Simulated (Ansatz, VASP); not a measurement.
Cu6H in VASP and in Ansatz

The input INCAR:

```
SYSTEM = Cu6H
PREC = Accurate ; ENCUT = 520
EDIFF = 1E-7 ; ISMEAR = 0
SIGMA = 0.1 ; LREAL = .FALSE.
LASPH = .TRUE. ; NELM = 60
ALGO = Fast ; ISIF = 2
LWAVE = .FALSE. ; LCHARG = .FALSE.
LDIPOL = .TRUE. ; IDIPOL = 3
DIPOL = 0.5 0.5 0.289 ; GGA = PE
NBANDS = 80
```

Contents of KPOINTS:

```
Automatic mesh
0
G
  5 5 1
  0 0 0
```

The input POSCAR:

```
Cu6H
1.0
    5.1332392722      0.0000000000      0.0000000000
    0.0000000000      5.1332392722      0.0000000000
    0.0000000000      0.0000000000     21.5289058579
Cu H
12 2
Direct
    0.2500000000      0.2500000000      0.1857967157
    0.2500000000      0.7500000000      0.1857967157
    0.7500000000      0.2500000000      0.1857967157
    0.7500000000      0.7500000000      0.1857967157
    0.0000000000      0.0000000000      0.2677566944
    0.0000000000      0.5000000000      0.2677566944
    0.5000000000      0.0000000000      0.2677566944
    0.5000000000      0.5000000000      0.2677566944
    0.2500000000      0.2500000000      0.3497114952
    0.2500000000      0.7500000000      0.3497114952
    0.7500000000      0.2500000000      0.3497114952
    0.7500000000      0.7500000000      0.3497114952
    0.1866871516      1.0000000000      0.4152048375
    0.3133128484      1.0000000000      0.4152048375
```

Input for Ansatz:

```yaml
crystal:
  lattice:
    - [5.1332392722, 0.0, 0.0]
    - [0.0, 5.1332392722, 0.0]
    - [0.0, 0.0, 21.5289058579]
  atoms:
    - { symbol: Cu, position: [0.25, 0.25, 0.1857967157] }
    - { symbol: Cu, position: [0.25, 0.75, 0.1857967157] }
    - { symbol: Cu, position: [0.75, 0.25, 0.1857967157] }
    - { symbol: Cu, position: [0.75, 0.75, 0.1857967157] }
    - { symbol: Cu, position: [0.0, 0.0, 0.2677566944] }
    - { symbol: Cu, position: [0.0, 0.5, 0.2677566944] }
    - { symbol: Cu, position: [0.5, 0.0, 0.2677566944] }
    - { symbol: Cu, position: [0.5, 0.5, 0.2677566944] }
    - { symbol: Cu, position: [0.25, 0.25, 0.3497114952] }
    - { symbol: Cu, position: [0.25, 0.75, 0.3497114952] }
    - { symbol: Cu, position: [0.75, 0.25, 0.3497114952] }
    - { symbol: Cu, position: [0.75, 0.75, 0.3497114952] }
    - { symbol: H, position: [0.1866871516, 1.0, 0.4152048375] }
    - { symbol: H, position: [0.3133128484, 1.0, 0.4152048375] }
basis:
  ecutwfc: 420
kpoints:
  mp_grid: { grid: [5, 5, 1] }
hamiltonian:
  xc: pbe
scf:
  occupations: { method: gaussian, width: 0.1 }
output:
  forces: true
  eigenvalues: true
efield:
  axis: 3
  dipole_correction: true
  ramp_width: 0.04
```

Alike in both runs: task single point; functional PBE; k mesh 5 × 5 × 1; occupations gaussian, width 0.1 eV; no spin polarisation.

|  | VASP | Ansatz |
| --- | --- | --- |
| version | VASP 6.6.1 | Ansatz 0.2.0 |
| potentials or method | VASP PAW PBE potentials, release 64 (Cu, H), cutoff 520 eV | scalar-relativistic, plane waves, PAW |
| valence electrons in the cell | 134 | 230 |

```tsv
	VASP	Ansatz	Ansatz less VASP
gap on the k mesh at the Fermi level (eV)	none	none	-
rms of the force components (eV/Å)	1.426	1.420	-0.0055
```

Atom by atom the forces differ by 0.012 eV/Å (rms over components). A gap of «none» marks a metal or a gap that the smearing closes. VASP's potentials hold 134 valence electrons a cell and Ansatz's 230, so a difference there can come from the potentials and not from the codes.
